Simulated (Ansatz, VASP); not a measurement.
Given: the input of a run of Ansatz 0.2.0 on SrO.

Contents of input.yaml:

```yaml
crystal:
  lattice:
    - [0.0, 2.5663, 2.5663]
    - [2.5663, 0.0, 2.5663]
    - [2.5663, 2.5663, 0.0]
  atoms:
    - { symbol: Sr, position: [0.5, 0.5, 0.5] }
    - { symbol: O, position: [0.0, 0.0, 0.0] }
kpoints:
  mp_grid: { grid: [4, 4, 4] }
scf:
  occupations: { method: fermi_dirac, width: 0.04 }
hamiltonian:
  xc: pbe
  pseudopotentials: { kind: all_electron, lapw: { basis_error: 0.003 } }
output:
  forces: true
  stress: true
  eigenvalues: true
```

Potentials or basis: all-electron LAPW, scalar-relativistic.

Launch:

```bash
$ ansatz run input.yaml --threads 1 --pin off --max-ram 3072MiB --backend cpu --events-out ev --progress --plain --runs-dir out
```

**Question.** Set up the same calculation for VASP 6.6.1. Potentials there: VASP PAW PBE potentials, release 64 (Sr_sv, O).

**Answer.** As run (the cutoff follows the program's own potentials):

INCAR

```
ALGO = Normal
EDIFF = 1E-6
ENCUT = 520
GGA = PE
ISIF = 2
ISMEAR = -1
LASPH = True
LCHARG = False
LREAL = False
LWAVE = False
NBANDS = 15
NELM = 60
PREC = Accurate
SIGMA = 0.04
```

Contents of KPOINTS:

```
k-points
0
Gamma
  4 4 4
```

File POSCAR:

```
SrO
1.0
    0.0000000000      2.5663000000      2.5663000000
    2.5663000000      0.0000000000      2.5663000000
    2.5663000000      2.5663000000      0.0000000000
Sr O
1 1
Direct
    0.5000000000      0.5000000000      0.5000000000
    0.0000000000      0.0000000000      0.0000000000
```

Potentials or basis: VASP PAW PBE potentials, release 64 (Sr_sv, O).

The run is started by

```console
$ cat potpaw_PBE.64/Sr_sv/POTCAR potpaw_PBE.64/O/POTCAR > POTCAR
$ mpirun -np 1 vasp_std > vasp.out
```

Both were run:

|  | VASP | Ansatz | Ansatz less VASP |
| --- | --- | --- | --- |
| gap on the k mesh at the Fermi level (eV) | 3.26 | 3.30 | +0.048 |
| least direct gap on the mesh (eV) | 3.34 | 3.38 | +0.037 |
| pressure (GPa) | 4.0 | 3.4 | -0.60 |

Ansatz ran all-electron here, and VASP with PAW potentials.

The k mesh is coarse, so the values compare programs but aren't converged.
